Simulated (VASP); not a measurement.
Input of a VASP 6.6.1 run:

POSCAR

```
BaTiO3
1.0
    2.8400536833      1.6397057586      2.3314328269
   -2.8400536833      1.6397057586      2.3314328269
    0.0000000000     -3.2794115171      2.3314328269
Ba Ti O
1 1 3
Direct
    0.0242311436      0.0242311436      0.0242311436
    0.5162478494      0.5162478494      0.5162478494
    0.4897536543      0.4897536543      0.9801597377
    0.4897536543      0.9801597377      0.4897536543
    0.9801597377      0.4897536543      0.4897536543
```

The input INCAR.step1:

```
SYSTEM = BaTiO3
PREC = Accurate ; ENCUT = 520
ISMEAR = 0 ; SIGMA = 0.05
LREAL = .False. ; LASPH = .True.
NELM = 60 ; NBANDS = 28
GGA = PE ; ALGO = Normal
EDIFF = 1E-4 ; LWAVE = .True.
LCHARG = .False.
```

File INCAR.step2:

```
SYSTEM = BaTiO3
PREC = Accurate ; ENCUT = 520
EDIFF = 1E-6 ; ISMEAR = 0
SIGMA = 0.05 ; LREAL = .False.
LASPH = .True. ; NELM = 60
ALGO = Normal ; ISIF = 2
LWAVE = .False. ; LCHARG = .True.
METAGGA = R2SCAN ; LMIXTAU = .True.
LELF = .True. ; LVHAR = .True.
NBANDS = 28 ; ISTART = 1
```

Contents of KPOINTS:

```
Automatic mesh
0
Gamma
  6 6 6
  0 0 0
```

Potentials or basis: VASP PAW PBE potentials, release 64 (Ba_sv, Ti_sv, O).

Launch:

```bash
$ cat potpaw_PBE.64/Ba_sv/POTCAR potpaw_PBE.64/Ti_sv/POTCAR potpaw_PBE.64/O/POTCAR > POTCAR
$ cp INCAR.step1 INCAR
$ mpirun -np 1 vasp_std > vasp.out
$ cp INCAR.step2 INCAR
$ mpirun -np 1 vasp_std > vasp.out
```

Problem. Estimate the band gap on the k mesh.

Solution. 2.86 eV, indirect (least direct gap 3.35 eV).

Problem. What does it give for the pressure?

Solution. 3.0 GPa.

Problem. Estimate the largest force.

Solution. 1.152 eV/Å.

Forces on the atoms (eV/Å):
```
Ba   0.000  0.000 -1.152
Ti   0.000  0.000  0.369
O    0.000 -0.047  0.261
O   -0.041  0.024  0.261
O    0.041  0.024  0.261
```

Caveat: the cell differs from its parent crystal (all Ba atoms moved -0.150 Å, as atom 1 towards its neighbour atom 2 (Ti) at 3.403 Å); the PAW data sets were made with another functional, which shifts forces and pressure a little; spin-orbit coupling is left out, which moves the levels of the heavy elements. A k mesh can miss the band edges.
